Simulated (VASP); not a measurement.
Here is a VASP 6.6.1 calculation.

Contents of INCAR:

```
PREC     = Accurate       # precision mode
ENCUT    = 520            # plane-wave cutoff, eV
EDIFF    = 1E-6           # SCF threshold, eV
ISMEAR   = 0              # smearing method
SIGMA    = 0.1            # smearing width, eV
LREAL    = Auto         
LASPH    = T              # aspherical terms in the spheres
NELM     = 100            # most SCF steps
ALGO     = Fast           # electronic algorithm
ISIF     = 2              # what is computed and relaxed
LWAVE    = F              # write WAVECAR
LCHARG   = F              # write CHGCAR
LDIPOL   = T            
IDIPOL   = 3            
DIPOL    = 0.5 0.5 0.319
GGA      = PE             # functional
IBRION   = 2              # ionic algorithm
NSW      = 36             # ionic steps
EDIFFG   = -0.025         # ionic threshold
```

File KPOINTS:

```
Automatic mesh
0
Gamma
  5 4 1
```

File POSCAR:

```
Al16H
1.0
    5.7135165839      0.0000000000      0.0000000000
    0.0000000000      8.0801326418      0.0000000000
    0.0000000000      0.0000000000     19.7432786746
Al H
16 1
Selective dynamics
Direct
    0.2500000000      0.2500000000      0.2026005947  F F F
    0.2500000000      0.7500000000      0.2026005947  F F F
    0.7500000000      0.2500000000      0.2026005947  F F F
    0.7500000000      0.7500000000      0.2026005947  F F F
    0.0000000000      0.0000000000      0.2749482108  F F F
    0.0000000000      0.5000000000      0.2749482108  F F F
    0.5000000000      0.0000000000      0.2749482108  F F F
    0.5000000000      0.5000000000      0.2749482108  F F F
    0.2500000000      0.2500000000      0.3495466417  F F F
    0.2500000000      0.7500000000      0.3495466417  F F F
    0.7500000000      0.2500000000      0.3495466417  F F F
    0.7500000000      0.7500000000      0.3495466417  F F F
    0.0000000000      0.0000000000      0.4175232904  F F F
    0.0000000000      0.5000000000      0.4175232904  F F F
    0.5000000000      0.0000000000      0.4175232904  F F F
    0.5000000000      0.5000000000      0.4175232904  F F F
    0.2500000000      0.0000000000      0.4510565472  F F T
```

Potentials or basis: VASP PAW PBE potentials, release 64 (Al, H).

Command:

```bash
$ cat potpaw_PBE.64/Al/POTCAR potpaw_PBE.64/H/POTCAR > POTCAR
$ mpirun -np 1 vasp_std > vasp.out
```

(1) What does it give for the energy gained by relaxing?

(2) What does it give for the band gap on the k mesh?

Answers

(1) 25.4 meV/atom.

(2) zero (an odd number of electrons rules out a gap without spin polarisation).
